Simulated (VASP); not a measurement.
# PbF2 (I4/mmm) in VASP: single point with LDA

Aim: the single point of PbF2 with LDA.

Everything below comes from runs of VASP 6.6.1. Logs are shortened: lines on timing, memory, paths and dates and some standing lists are left out, and cuts for length are marked.

### Step 1. The cell of the first run

The structure is tetragonal, space group I4/mmm (No. 139). The conventional cell has a = 4.200 Å, b = 4.200 Å, c = 6.058 Å, α = 90.00°, β = 90.00°, γ = 90.00°. Pb (site symmetry 4/mmm) has 8 F at 2.59 Å within 3.4 Å. Within 3.4 Å of F (site symmetry -4m2) lie 4 Pb at 2.59 Å and 6 F at 2.97 to 3.03 Å.

### Step 2. Single point, LDA (zz strain of +2 %)

Input file INCAR:

```
PREC = Accurate
ENCUT = 520
EDIFF = 1E-6
ISMEAR = -1
SIGMA = 0.03
LREAL = False
LASPH = True
NELM = 60
ALGO = Normal
ISIF = 2
LWAVE = False
LCHARG = False
NBANDS = 21
```

Input file KPOINTS:

```
Automatic mesh
0
Gamma
  7 7 7
```

Input file POSCAR:

```
PbF2
1.0
    0.0000000000      2.9698500000      3.0292470000
    2.9698500000      0.0000000000      3.0292470000
    2.9698500000      2.9698500000      0.0000000000
Pb F
1 2
Direct
    0.0000000000      0.0000000000      0.0000000000
    0.2500000000      0.2500000000      0.2500000000
    0.7500000000      0.7500000000      0.7500000000
```

Potentials or basis: VASP PAW LDA potentials, release 64 (Pb_d, F).

Run with:

```bash
$ cat potpaw_LDA.64/Pb_d/POTCAR potpaw_LDA.64/F/POTCAR > POTCAR
$ mpirun -np 1 vasp_std > vasp.out
```

OUTCAR:

```text
PREC = Accurate
   ENCUT = 520
   EDIFF = 1E-6
   ISMEAR = -1
   LREAL = False
   LASPH = True
   NELM = 60
   ISIF = 2

 ion  position               nearest neighbor table
   1  0.000  0.000  0.000-   3 2.59   2 2.59   3 2.59   2 2.59   3 2.59   3 2.59   2 2.59   2 2.59

   2  0.250  0.250  0.250-   1 2.59   1 2.59   1 2.59   1 2.59
   3  0.750  0.750  0.750-   1 2.59   1 2.59   1 2.59   1 2.59

  LATTYP: Found a body centered tetragonal cell.
 ALAT       =     4.2000021482
 C/A-ratio  =     1.4424978336

  Lattice vectors:

 A1 = (  -2.9698500000,   0.0000000000,   3.0292470000)
 A2 = (   2.9698500000,   0.0000000000,   3.0292470000)
 A3 = (   0.0000000000,   2.9698500000,  -3.0292470000)

Analysis of symmetry for initial positions (statically):
=====================================================================
 Subroutine PRICEL returns:
 Original cell was already a primitive cell.

 Routine SETGRP: Setting up the symmetry group for a
 body centered tetragonal supercell.

 Subroutine GETGRP returns: Found 16 space group operations
 (whereof 16 operations were pure point group operations)
 out of a pool of 16 trial point group operations.

The static configuration has the point symmetry D_4h.

Analysis of symmetry for dynamics (positions and initial velocities):
=====================================================================
 Subroutine PRICEL returns:
 Original cell was already a primitive cell.

 Routine SETGRP: Setting up the symmetry group for a
 body centered tetragonal supercell.

 Subroutine GETGRP returns: Found 16 space group operations
 (whereof 16 operations were pure point group operations)
 out of a pool of 16 trial point group operations.

The dynamic configuration has the point symmetry D_4h.

 Subroutine INISYM returns: Found 16 space group operations
 (whereof 16 operations are pure point group operations),
 and found     1 'primitive' translations

----------------------------------------------------------------------------------------

                                     Primitive cell

  volume of cell :      53.4360

  direct lattice vectors                    reciprocal lattice vectors
     0.000000000  2.969850000  3.029247000    -0.168358671  0.168358671  0.165057521
     2.969850000  0.000000000  3.029247000     0.168358671 -0.168358671  0.165057521
     2.969850000  2.969850000  0.000000000     0.168358671  0.168358671 -0.165057521

  length of vectors
     4.242210085  4.242210085  4.200002148     0.289712391  0.289712391  0.289712391

  position of ions in fractional coordinates (direct lattice)
     0.000000000  0.000000000  0.000000000
     0.250000000  0.250000000  0.250000000
     0.750000000  0.750000000  0.750000000

  ion indices of the primitive-cell ions
   primitive index   ion index
                 1           1
                 2           2
                 3           3

----------------------------------------------------------------------------------------

 KPOINTS: Automatic mesh

Automatic generation of k-mesh.
 Grid dimensions read from file:
 generate k-points for:    7    7    7

 Generating k-lattice:

  Cartesian coordinates                     Fractional coordinates (reciprocal lattice)
    -0.024051239  0.024051239  0.023579646     0.142857143  0.000000000  0.000000000
     0.024051239 -0.024051239  0.023579646     0.000000000  0.142857143  0.000000000
     0.024051239  0.024051239 -0.023579646     0.000000000  0.000000000  0.142857143

  Length of vectors
     0.041387484  0.041387484  0.041387484

  Shift w.r.t. Gamma in fractional coordinates (k-lattice)
     0.000000000  0.000000000  0.000000000

 Subroutine IBZKPT returns following result:
 ===========================================

 Found     40 irreducible k-points:

 Following reciprocal coordinates:
            Coordinates               Weight
  0.000000  0.000000  0.000000      1.000000
  0.142857  0.000000  0.000000      8.000000
  0.285714  0.000000  0.000000      8.000000
  0.428571  0.000000  0.000000      8.000000
  0.142857  0.142857  0.000000      2.000000
  0.285714  0.142857  0.000000      8.000000
[... 16 lines left out ...]
  0.428571  0.285714  0.142857      8.000000
 -0.428571  0.285714  0.142857     16.000000
 [... further k-points ...]
   k-points           NKPTS =     40   k-points in BZ     NKDIM =     40   number of bands    NBANDS=     21
   number of dos      NEDOS =    301   number of ions     NIONS =      3
   total plane-waves  NPLWV =  32768
   dimension x,y,z NGX =    32 NGY =   32 NGZ =   32
   dimension x,y,z NGXF=    64 NGYF=   64 NGZF=   64
   ions per type =               1   2
   NGX,Y,Z   is equivalent  to a cutoff of  12.54, 12.54, 12.67 a.u.
   NGXF,Y,Z  is equivalent  to a cutoff of  25.08, 25.08, 25.33 a.u.
 SYSTEM =  unknown system
   PREC   = accura    normal or accurate (medium, high low for compatibility)
   ISTART =      0    job   : 0-new  1-cont  2-samecut
   ICHARG =      2    charge: 1-file 2-atom 10-const
   ISPIN  =      1    spin polarized calculation?
   LNONCOLLINEAR =      F non collinear calculations
   LSORBIT =      F    spin-orbit coupling
   LASPH  =      T    aspherical Exc in radial PAW
   ENCUT  =  520.0 eV  38.22 Ry    6.18 a.u.   7.89  7.89  7.81*2*pi/ulx,y,z
   NELM   =     60;   NELMIN=  2; NELMDL= -5     # of ELM steps
   EDIFF  = 0.1E-05   stopping-criterion for ELM
   LREAL  =      F    real-space projection
   EDIFFG = 0.1E-04   stopping-criterion for IOM
   NSW    =      0    number of steps for IOM
   IBRION =     -1    ionic relax: 0-MD 1-quasi-New 2-CG
   NFREE  =      0    steps in history (QN), initial steepest desc. (CG)
   ISIF   =      2    stress and relaxation
   ISYM   =      2    0-nonsym 1-usesym 2-fastsym
   POTIM  = 0.5000    time-step for ionic-motion
   TEBEG  =    0.0;   TEEND  =   0.0 temperature during run
   PSTRESS=    0.0 pullay stress
   NELECT =      28.0000    total number of electrons
   NUPDOWN=      -1.0000    fix difference up-down
   EMIN   =  10.00;   EMAX   =-10.00  energy-range for DOS
   EFERMI =   0.00;   METHOD = LEGACY
   ISMEAR =    -1;   SIGMA  =   0.03  broadening in eV -4-tet -1-fermi 0-gaus
   EFERMI_NEDOS =   21; number of points for ismear=-14 and -15
   IALGO  =     38    algorithm
   IMIX   =      4    mixing-type and parameters
     AMIX     =   0.40;   BMIX     =  1.00
     AMIX_MAG =   1.60;   BMIX_MAG =  1.00
  volume/ion in A,a.u.               =      17.81       120.20
  Fermi-wavevector in a.u.,A,eV,Ry     =   1.319825  2.494107 23.700497  1.741937
  Thomas-Fermi vector in A             =   2.449695
   LORBIT       =      0    0 simple, 1 ext, 2 COOP (PROOUT), +10 PAW based schemes
   GGA     = CA    functional components
   LHFCALC =     F    Hartree Fock is set to
   AEXX    =    0.0000 exact exchange contribution
   IVDW    =     0    specifies the selected vdW correction
   LEPSILON=     F    determine dielectric tensor
   LRPA    =     F    only Hartree local field effects (RPA)
 non-spin polarized calculation
  energy-cutoff  :      520.00
  volume of cell :       53.44
 maximum number of plane-waves:      1448
   NGX = 15   NGY = 15   NGZ = 15

 number of electron      28.0000023 magnetization

 Free energy of the ion-electron system (eV)
  ---------------------------------------------------
  ext. energy  EPLUGINS =         0.00000000
  ---------------------------------------------------
  free energy    TOTEN  =       -15.86963810 eV

  energy without entropy =      -15.86963810  energy(sigma->0) =      -15.86963810

 E-fermi :   1.9247     XC(G=0):  -9.9361

 val. band max:        1.2062605443   @ k =  -0.2857   0.4286   0.1429
 cond. band min:       5.4154062559   @ k =   0.4286   0.0000   0.4286
 fundamental gap:      4.2091457116
 Fermi energy:         1.9246630194

 k-point     1 :       0.0000    0.0000    0.0000
  band No.  band energies     occupation
      1     -19.3069      2.00000
      2     -18.6814      2.00000
      3     -13.1295      2.00000
      4     -13.1162      2.00000
      5     -13.1162      2.00000
      6     -13.0627      2.00000
[... 13 lines left out ...]
     20      16.1589      0.00000
     21      18.0111      0.00000

 k-point     2 :       0.1429    0.0000    0.0000
  band No.  band energies     occupation
      1     -19.2676      2.00000
      2     -18.7173      2.00000
      3     -13.1184      2.00000
      4     -13.1089      2.00000
      5     -13.0796      2.00000
      6     -13.0627      2.00000
[... 13 lines left out ...]
     20      15.6075      0.00000
     21      17.4845      0.00000

 k-point     3 :       0.2857    0.0000    0.0000
  band No.  band energies     occupation
      1     -19.1684      2.00000
      2     -18.8063      2.00000
      3     -13.1067      2.00000
      4     -13.1000      2.00000
      5     -13.0553      2.00000
      6     -13.0486      2.00000
[... 13 lines left out ...]
     20      14.9658      0.00000
     21      16.1109      0.00000

 k-point     4 :       0.4286    0.0000    0.0000
  band No.  band energies     occupation
      1     -19.0526      2.00000
      2     -18.9114      2.00000
      3     -13.1045      2.00000
      4     -13.1003      2.00000
      5     -13.0417      2.00000
      6     -13.0358      2.00000
[... 13 lines left out ...]
     20      14.6693      0.00000
     21      15.1634      0.00000

 k-point     5 :       0.1429    0.1429    0.0000
  band No.  band energies     occupation
      1     -19.2587      2.00000
      2     -18.7245      2.00000
      3     -13.1014      2.00000
      4     -13.1014      2.00000
      5     -13.0853      2.00000
      6     -13.0619      2.00000
[... 13 lines left out ...]
     20      16.3405      0.00000
     21      17.3141      0.00000

 k-point     6 :       0.2857    0.1429    0.0000
  band No.  band energies     occupation
      1     -19.1848      2.00000
      2     -18.7894      2.00000
      3     -13.0911      2.00000
      4     -13.0892      2.00000
      5     -13.0620      2.00000
      6     -13.0518      2.00000
[... 13 lines left out ...]
     20      15.9415      0.00000
     21      16.9181      0.00000

 k-point     7 :       0.4286    0.1429    0.0000
  band No.  band energies     occupation
      1     -19.0811      2.00000
      2     -18.8809      2.00000
      3     -13.0881      2.00000
      4     -13.0877      2.00000
      5     -13.0430      2.00000
      6     -13.0405      2.00000
[... 13 lines left out ...]
     20      15.8175      0.00000
     21      16.3359      0.00000
[... 291 lines left out ...]
      1     -19.0141      2.00000
      2     -18.9439      2.00000
      3     -13.0918      2.00000
      4     -13.0881      2.00000
      5     -13.0390      2.00000
      6     -13.0276      2.00000
[... 13 lines left out ...]
     20      15.7057      0.00000
     21      16.6013      0.00000

 k-point    21 :      -0.2857    0.0000    0.1429
  band No.  band energies     occupation
      1     -19.1117      2.00000
      2     -18.8546      2.00000
      3     -13.0936      2.00000
      4     -13.0861      2.00000
      5     -13.0554      2.00000
      6     -13.0342      2.00000
[... 13 lines left out ...]
     20      15.5500      0.00000
     21      17.1854      0.00000

 k-point    22 :      -0.1429   -0.0000    0.1429
  band No.  band energies     occupation
      1     -19.2111      2.00000
      2     -18.7674      2.00000
      3     -13.1062      2.00000
      4     -13.0927      2.00000
      5     -13.0627      2.00000
      6     -13.0515      2.00000
[... 13 lines left out ...]
     20      15.3284      0.00000
     21      17.6737      0.00000

 k-point    23 :       0.4286    0.2857    0.1429
  band No.  band energies     occupation
      1     -19.1129      2.00000
      2     -18.8499      2.00000
      3     -13.0769      2.00000
      4     -13.0745      2.00000
      5     -13.0624      2.00000
      6     -13.0323      2.00000
[... 13 lines left out ...]
     20      16.5543      0.00000
     21      16.6773      0.00000

 k-point    24 :      -0.4286    0.2857    0.1429
  band No.  band energies     occupation
      1     -19.0288      2.00000
      2     -18.9238      2.00000
      3     -13.0766      2.00000
      4     -13.0708      2.00000
      5     -13.0466      2.00000
      6     -13.0083      2.00000
[... 13 lines left out ...]
     20      16.9623      0.00000
     21      17.2824      0.00000

 [... further k-points ...]
[... 5 lines left out ...]
  --------------------------------------------------------------------------------------
  -------------------------------------------------------------------------------------
  Total       -1.9256979     -1.9256979     -2.3020489      0.0000000     -0.0000000      0.0000000
  in kB      -57.7384374    -57.7384374    -69.0226147      0.0000000     -0.0000000      0.0000000
  external PRESSURE =     -61.4998298 kB  Pullay stress =       0.0000000 kB

 VOLUME and BASIS-vectors are now :
 -----------------------------------------------------------------------------
  energy-cutoff  :      520.00
  volume of cell :       53.44
      direct lattice vectors                 reciprocal lattice vectors
     0.000000000  2.969850000  3.029247000    -0.168358671  0.168358671  0.165057521
     2.969850000  0.000000000  3.029247000     0.168358671 -0.168358671  0.165057521
     2.969850000  2.969850000  0.000000000     0.168358671  0.168358671 -0.165057521

 POSITION                                       TOTAL-FORCE (eV/Angst)
 -----------------------------------------------------------------------------------
      0.00000      0.00000      0.00000        -0.000000      0.000000     -0.000000
      1.48493      1.48493      1.51462        -0.000000     -0.000000     -0.000000
      4.45477      4.45477      4.54387         0.000000      0.000000      0.000000
 -----------------------------------------------------------------------------------
    total drift:                                0.000000     -0.000000      0.000000

  FREE ENERGIE OF THE ION-ELECTRON SYSTEM (eV)
  ---------------------------------------------------
  free  energy   TOTEN  =       -15.8696381040 eV

  energy  without entropy=      -15.8696381040  energy(sigma->0) =      -15.86963810
```

Run time: 21 s. Hardware: 1 thread of AMD EPYC 9R45 (Zen 5), shared host; peak memory 0.15 GiB.

Results:

```yaml
Free_energy: -15.8696 eV
Pressure: -6.1 GPa
Band_gap_on_the_k_mesh: 4.21 eV, indirect (least direct gap 4.47 eV)
```

Caveat: the cell differs from its parent crystal (zz strain of +2 %); spin-orbit coupling is left out, which moves the levels of the heavy elements. A k mesh can miss the band edges.
